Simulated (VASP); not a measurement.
# GeCl5 (P6/mmm) in VASP: single point with PBE

Aim: the single point of GeCl5 with PBE.

All numbers are computed with VASP 6.6.1; they aren't measurements. Logs are shortened: lines on timing, memory, paths and dates and some standing lists are left out, and cuts for length are marked.

## Step 1: The cell of the first run

It takes space group P6/mmm (No. 191, hexagonal). Conventional cell: a = 5.714 Å, b = 5.714 Å, c = 7.256 Å, α = 90.00°, β = 90.00°, γ = 120.00°. Ge (site symmetry 6/mmm) has 8 Cl at 2.23 to 2.86 Å within 2.9 Å. Cl (site symmetry mmm) has 8 Cl at 2.86 to 3.62 Å and 2 Ge at 2.86 Å within 3.8 Å. Within 2.9 Å of Cl (site symmetry 6mm) lie 1 Ge at 2.23 Å and 1 Cl at 2.80 Å.

The cell was generated, and may not be a known phase.

## Step 2: Single point, PBE

INCAR reads:

```
SYSTEM = GeCl5
ALGO = Normal ; EDIFF = 1E-6
ENCUT = 520 ; GGA = PE
ISIF = 2 ; ISMEAR = 0
LASPH = .TRUE. ; LCHARG = .TRUE.
LELF = .TRUE. ; LREAL = .FALSE.
LVHAR = .TRUE. ; LWAVE = .FALSE.
NBANDS = 34 ; NELM = 80
PREC = Accurate ; SIGMA = 0.1
```

KPOINTS reads:

```
k-points
0
G
  12 12 6
  0 0 0
```

POSCAR reads:

```
GeCl5
1.0
    5.7139406504      0.0000000000      0.0000000000
   -2.8569703252      4.9484177589      0.0000000000
    0.0000000000      0.0000000000      7.2562116570
Ge Cl
1 5
Direct
    0.0000000000      0.0000000000      0.0000000000
    0.5000000000      0.0000000000      0.0000000000
    0.0000000000      0.5000000000      0.0000000000
    0.5000000000      0.5000000000      0.0000000000
    0.0000000000      0.0000000000      0.3069841679
    0.0000000000      0.0000000000      0.6930158321
```

Potentials or basis: VASP PAW PBE potentials, release 64 (Ge_d, Cl).

Launch:

```sh
$ cat potpaw_PBE.64/Ge_d/POTCAR potpaw_PBE.64/Cl/POTCAR > POTCAR
$ mpirun -np 1 vasp_std > vasp.out
```

OUTCAR:

```text
SYSTEM = GeCl5
   EDIFF = 1E-6
   ENCUT = 520
   GGA = PE
   ISIF = 2
   ISMEAR = 0
   LASPH = .TRUE.
   LREAL = .FALSE.
   NELM = 80
   PREC = Accurate

 ion  position               nearest neighbor table
   1  0.000  0.000  0.000-   5 2.23   6 2.23
   2  0.500  0.000  0.000-
   3  0.000  0.500  0.000-
   4  0.500  0.500  0.000-
   5  0.000  0.000  0.307-   1 2.23
   6  0.000  0.000  0.693-   1 2.23

  LATTYP: Found a hexagonal cell.
 ALAT       =     5.7139406504
 C/A-ratio  =     1.2699137252

  Lattice vectors:

 A1 = (   5.7139406504,   0.0000000000,   0.0000000000)
 A2 = (  -2.8569703252,   4.9484177589,   0.0000000000)
 A3 = (   0.0000000000,   0.0000000000,   7.2562116570)

Analysis of symmetry for initial positions (statically):
=====================================================================
 Subroutine PRICEL returns:
 Original cell was already a primitive cell.

 Routine SETGRP: Setting up the symmetry group for a
 hexagonal supercell.

 Subroutine GETGRP returns: Found 24 space group operations
 (whereof 24 operations were pure point group operations)
 out of a pool of 24 trial point group operations.

The static configuration has the point symmetry D_6h.

Analysis of symmetry for dynamics (positions and initial velocities):
=====================================================================
 Subroutine PRICEL returns:
 Original cell was already a primitive cell.

 Routine SETGRP: Setting up the symmetry group for a
 hexagonal supercell.

 Subroutine GETGRP returns: Found 24 space group operations
 (whereof 24 operations were pure point group operations)
 out of a pool of 24 trial point group operations.

The dynamic configuration has the point symmetry D_6h.

 Subroutine INISYM returns: Found 24 space group operations
 (whereof 24 operations are pure point group operations),
 and found     1 'primitive' translations

----------------------------------------------------------------------------------------

                                     Primitive cell

  volume of cell :     205.1691

  direct lattice vectors                    reciprocal lattice vectors
     5.713940650  0.000000000  0.000000000     0.175010568  0.101042399  0.000000000
    -2.856970325  4.948417759  0.000000000     0.000000000  0.202084797  0.000000000
     0.000000000  0.000000000  7.256211657     0.000000000  0.000000000  0.137812959

  length of vectors
     5.713940650  5.713940650  7.256211657     0.202084797  0.202084797  0.137812959

  position of ions in fractional coordinates (direct lattice)
     0.000000000  0.000000000  0.000000000
     0.500000000  0.000000000  0.000000000
     0.000000000  0.500000000  0.000000000
     0.500000000  0.500000000  0.000000000
     0.000000000  0.000000000  0.306984168
     0.000000000  0.000000000  0.693015832

  ion indices of the primitive-cell ions
   primitive index   ion index
                 1           1
                 2           2
                 3           3
                 4           4
                 5           5
                 6           6

----------------------------------------------------------------------------------------

 KPOINTS: k-points

Automatic generation of k-mesh.
 Grid dimensions read from file:
 generate k-points for:   12   12    6

 Generating k-lattice:

  Cartesian coordinates                     Fractional coordinates (reciprocal lattice)
     0.014584214  0.008420200  0.000000000     0.083333333 -0.000000000  0.000000000
     0.000000000  0.016840400  0.000000000     0.000000000  0.083333333  0.000000000
     0.000000000  0.000000000  0.022968827     0.000000000  0.000000000  0.166666667

  Length of vectors
     0.016840400  0.016840400  0.022968827

  Shift w.r.t. Gamma in fractional coordinates (k-lattice)
     0.000000000  0.000000000  0.000000000

 Subroutine IBZKPT returns following result:
 ===========================================

 Found     76 irreducible k-points:

 Following reciprocal coordinates:
            Coordinates               Weight
  0.000000  0.000000  0.000000      1.000000
  0.083333  0.000000  0.000000      6.000000
  0.166667  0.000000  0.000000      6.000000
  0.250000  0.000000  0.000000      6.000000
  0.333333  0.000000  0.000000      6.000000
  0.416667  0.000000  0.000000      6.000000
[... 16 lines left out ...]
  0.250000  0.000000  0.166667     12.000000
  0.333333  0.000000  0.166667     12.000000
 [... further k-points ...]
   k-points           NKPTS =     76   k-points in BZ     NKDIM =     76   number of bands    NBANDS=     34
   number of dos      NEDOS =    301   number of ions     NIONS =      6
   total plane-waves  NPLWV =  95256
   dimension x,y,z NGX =    42 NGY =   42 NGZ =   54
   dimension x,y,z NGXF=    84 NGYF=   84 NGZF=  108
   ions per type =               1   5
   NGX,Y,Z   is equivalent  to a cutoff of  12.22, 12.22, 12.37 a.u.
   NGXF,Y,Z  is equivalent  to a cutoff of  24.44, 24.44, 24.74 a.u.
 SYSTEM =  GeCl5
   PREC   = accura    normal or accurate (medium, high low for compatibility)
   ISTART =      0    job   : 0-new  1-cont  2-samecut
   ICHARG =      2    charge: 1-file 2-atom 10-const
   ISPIN  =      1    spin polarized calculation?
   LNONCOLLINEAR =      F non collinear calculations
   LSORBIT =      F    spin-orbit coupling
   LASPH  =      T    aspherical Exc in radial PAW
   ENCUT  =  520.0 eV  38.22 Ry    6.18 a.u.  10.62 10.62 13.49*2*pi/ulx,y,z
   NELM   =     80;   NELMIN=  2; NELMDL= -5     # of ELM steps
   EDIFF  = 0.1E-05   stopping-criterion for ELM
   LREAL  =      F    real-space projection
   EDIFFG = 0.1E-04   stopping-criterion for IOM
   NSW    =      0    number of steps for IOM
   IBRION =     -1    ionic relax: 0-MD 1-quasi-New 2-CG
   NFREE  =      0    steps in history (QN), initial steepest desc. (CG)
   ISIF   =      2    stress and relaxation
   ISYM   =      2    0-nonsym 1-usesym 2-fastsym
   POTIM  = 0.5000    time-step for ionic-motion
   TEBEG  =    0.0;   TEEND  =   0.0 temperature during run
   PSTRESS=    0.0 pullay stress
   NELECT =      49.0000    total number of electrons
   NUPDOWN=      -1.0000    fix difference up-down
   EMIN   =  10.00;   EMAX   =-10.00  energy-range for DOS
   EFERMI =   0.00;   METHOD = LEGACY
   ISMEAR =     0;   SIGMA  =   0.10  broadening in eV -4-tet -1-fermi 0-gaus
   EFERMI_NEDOS =   21; number of points for ismear=-14 and -15
   IALGO  =     38    algorithm
   IMIX   =      4    mixing-type and parameters
     AMIX     =   0.40;   BMIX     =  1.00
     AMIX_MAG =   1.60;   BMIX_MAG =  1.00
  volume/ion in A,a.u.               =      34.19       230.76
  Fermi-wavevector in a.u.,A,eV,Ry     =   1.015710  1.919413 14.036665  1.031666
  Thomas-Fermi vector in A             =   2.149011
   LORBIT       =      0    0 simple, 1 ext, 2 COOP (PROOUT), +10 PAW based schemes
   GGA     = PE    functional components
   LHFCALC =     F    Hartree Fock is set to
   AEXX    =    0.0000 exact exchange contribution
   IVDW    =     0    specifies the selected vdW correction
   LEPSILON=     F    determine dielectric tensor
   LRPA    =     F    only Hartree local field effects (RPA)
 non-spin polarized calculation
 Gauss-broadening in eV      SIGMA  =   0.10
  energy-cutoff  :      520.00
  volume of cell :      205.17
 maximum number of plane-waves:      5562
   NGX = 21   NGY = 21   NGZ = 27

 number of electron      48.9999979 magnetization

 Free energy of the ion-electron system (eV)
  ---------------------------------------------------
  ext. energy  EPLUGINS =         0.00000000
  ---------------------------------------------------
  free energy    TOTEN  =       -14.39122962 eV

  energy without entropy =      -14.37162433  energy(sigma->0) =      -14.38142698

 E-fermi :  -1.0155     XC(G=0):  -6.8880

 val. band max:       -1.0194896904   @ k =   0.2500   0.1667   0.0000
 cond. band min:      -1.0149757983   @ k =   0.2500   0.1667   0.3333
 fundamental gap:      0.0045138921
 Fermi energy:        -1.0154949984

 k-point     1 :       0.0000    0.0000    0.0000
  band No.  band energies     occupation
      1     -26.2971      2.00000
      2     -26.2971      2.00000
      3     -26.2299      2.00000
      4     -26.1864      2.00000
      5     -26.1864      2.00000
      6     -16.6083      2.00000
[... 26 lines left out ...]
     33       7.6587      0.00000
     34       7.8915      0.00000

 k-point     2 :       0.0833    0.0000    0.0000
  band No.  band energies     occupation
      1     -26.2971      2.00000
      2     -26.2970      2.00000
      3     -26.2299      2.00000
      4     -26.1864      2.00000
      5     -26.1864      2.00000
      6     -16.5867      2.00000
[... 26 lines left out ...]
     33       7.7918      0.00000
     34       7.9300      0.00000

 k-point     3 :       0.1667    0.0000    0.0000
  band No.  band energies     occupation
      1     -26.2971      2.00000
      2     -26.2970      2.00000
      3     -26.2298      2.00000
      4     -26.1864      2.00000
      5     -26.1864      2.00000
      6     -16.5234      2.00000
[... 26 lines left out ...]
     33       8.0493      0.00000
     34       8.1127      0.00000

 k-point     4 :       0.2500    0.0000    0.0000
  band No.  band energies     occupation
      1     -26.2970      2.00000
      2     -26.2968      2.00000
      3     -26.2298      2.00000
      4     -26.1864      2.00000
      5     -26.1864      2.00000
      6     -16.4231      2.00000
[... 26 lines left out ...]
     33       8.2301      0.00000
     34       8.3008      0.00000

 k-point     5 :       0.3333    0.0000    0.0000
  band No.  band energies     occupation
      1     -26.2970      2.00000
      2     -26.2967      2.00000
      3     -26.2297      2.00000
      4     -26.1864      2.00000
      5     -26.1864      2.00000
      6     -16.2960      2.00000
[... 621 lines left out ...]
 k-point    22 :       0.1667    0.0000    0.1667
  band No.  band energies     occupation
      1     -26.2970      2.00000
      2     -26.2970      2.00000
      3     -26.2298      2.00000
      4     -26.1864      2.00000
      5     -26.1864      2.00000
      6     -16.5063      2.00000
[... 26 lines left out ...]
     33       7.8363      0.00000
     34       7.8859      0.00000

 k-point    23 :       0.2500    0.0000    0.1667
  band No.  band energies     occupation
      1     -26.2970      2.00000
      2     -26.2968      2.00000
      3     -26.2297      2.00000
      4     -26.1864      2.00000
      5     -26.1864      2.00000
      6     -16.4039      2.00000
[... 26 lines left out ...]
     33       7.9811      0.00000
     34       7.9971      0.00000

 k-point    24 :       0.3333    0.0000    0.1667
  band No.  band energies     occupation
      1     -26.2970      2.00000
      2     -26.2967      2.00000
      3     -26.2297      2.00000
      4     -26.1864      2.00000
      5     -26.1864      2.00000
      6     -16.2732      2.00000
[... 26 lines left out ...]
     33       8.1227      0.00000
     34       8.2054      0.00000

 [... further k-points ...]
[... 5 lines left out ...]
  --------------------------------------------------------------------------------------
  -------------------------------------------------------------------------------------
  Total       -0.0863711     -0.0863711     -0.1613843      0.0000000     -0.0000000      0.0000000
  in kB       -0.6744771     -0.6744771     -1.2602590      0.0000000     -0.0000000      0.0000000
  external PRESSURE =      -0.8697378 kB  Pullay stress =       0.0000000 kB

 VOLUME and BASIS-vectors are now :
 -----------------------------------------------------------------------------
  energy-cutoff  :      520.00
  volume of cell :      205.17
      direct lattice vectors                 reciprocal lattice vectors
     5.713940650  0.000000000  0.000000000     0.175010568  0.101042399  0.000000000
    -2.856970325  4.948417759  0.000000000     0.000000000  0.202084797  0.000000000
     0.000000000  0.000000000  7.256211657     0.000000000  0.000000000  0.137812959

 POSITION                                       TOTAL-FORCE (eV/Angst)
 -----------------------------------------------------------------------------------
      0.00000      0.00000      0.00000         0.000000      0.000000      0.000000
      2.85697      0.00000      0.00000         0.000000      0.000000      0.000000
     -1.42849      2.47421      0.00000         0.000000      0.000000      0.000000
      1.42849      2.47421      0.00000         0.000000      0.000000      0.000000
      0.00000      0.00000      2.22754        -0.000000     -0.000000     -0.025563
      0.00000      0.00000      5.02867         0.000000      0.000000      0.025563
 -----------------------------------------------------------------------------------
    total drift:                                0.000000     -0.000000     -0.000000

  FREE ENERGIE OF THE ION-ELECTRON SYSTEM (eV)
  ---------------------------------------------------
  free  energy   TOTEN  =       -14.3912296180 eV

  energy  without entropy=      -14.3716243347  energy(sigma->0) =      -14.38142698
```

Wall time 7.2 min (1 thread of Intel Xeon Platinum 8259CL at 2.50GHz (Skylake/Cascade Lake), shared host); peak memory 0.58 GiB.

Results:

```yaml
Free_energy: -14.3912 eV
Pressure: -0.1 GPa
Largest_force: 0.026 eV/Å
Band_gap_on_the_k_mesh: zero (an odd number of electrons rules out a gap without spin polarisation)
```

Forces on the atoms (eV/Å):
```
Ge   0.000  0.000  0.000
Cl   0.000  0.000  0.000
Cl   0.000  0.000  0.000
Cl   0.000  0.000  0.000
Cl   0.000  0.000 -0.026
Cl   0.000  0.000  0.026
```

Caveat: an odd number of electrons without spin polarisation forces a metal; a magnetic or distorted state may lie lower.
